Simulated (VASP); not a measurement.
Write the native input for VASP 6.6.1 that does the following.

```yaml
Task: single point
Functional: LDA
Potentials_or_basis: VASP PAW LDA potentials, release 64 (Sc_sv, Al)
Cutoff: 520 eV
k_mesh: 5 × 5 × 5
Occupations: methfessel-paxton, width 0.1 eV
Spin: no spin polarisation
Dipole_correction: no
Further_INCAR_settings: ALGO = Normal; EDIFF = 1e-06; NBANDS = 26
```

The structure of ScAl2 lies in POSCAR:

```
ScAl2
1.0
    0.0000000000      3.7265973765      3.7265973765
    3.7265973765      0.0000000000      3.7265973765
    3.7265973765      3.7265973765      0.0000000000
Sc Al
2 4
Direct
    0.5000000000      0.5000000000      0.5000000000
    0.7500000000      0.7500000000      0.7500000000
    0.1250000000      0.1250000000      0.1250000000
    0.6250000000      0.1250000000      0.1250000000
    0.1250000000      0.6250000000      0.1250000000
    0.1250000000      0.1250000000      0.6250000000
```

The input as run:

INCAR

```
SYSTEM = ScAl2
ALGO = Normal ; EDIFF = 1E-6
ENCUT = 520 ; ISIF = 2
ISMEAR = 1 ; LASPH = .TRUE.
LCHARG = .TRUE. ; LELF = .TRUE.
LREAL = .FALSE. ; LVHAR = .TRUE.
LWAVE = .FALSE. ; NBANDS = 26
NELM = 100 ; PREC = Accurate
SIGMA = 0.1
```

KPOINTS

```
k-points
0
G
  5 5 5
  0 0 0
```

Potentials or basis: VASP PAW LDA potentials, release 64 (Sc_sv, Al).

Run with:

```console
$ cat potpaw_LDA.64/Sc_sv/POTCAR potpaw_LDA.64/Al/POTCAR > POTCAR
$ mpirun -np 1 vasp_std > vasp.out
```

It gave:

```json
{
  "Pressure": "0.1 GPa",
  "Band gap on the k mesh": "zero (band 17 reaches 7.01 eV, above the bottom of band 18 at 4.88 eV)"
}
```

Run time: 37 s on 1 thread of Intel(R) Xeon(R) Platinum 8259CL CPU @ 2.50GHz (Skylake/Cascade Lake), on a shared host, peak memory 0.2 GiB.
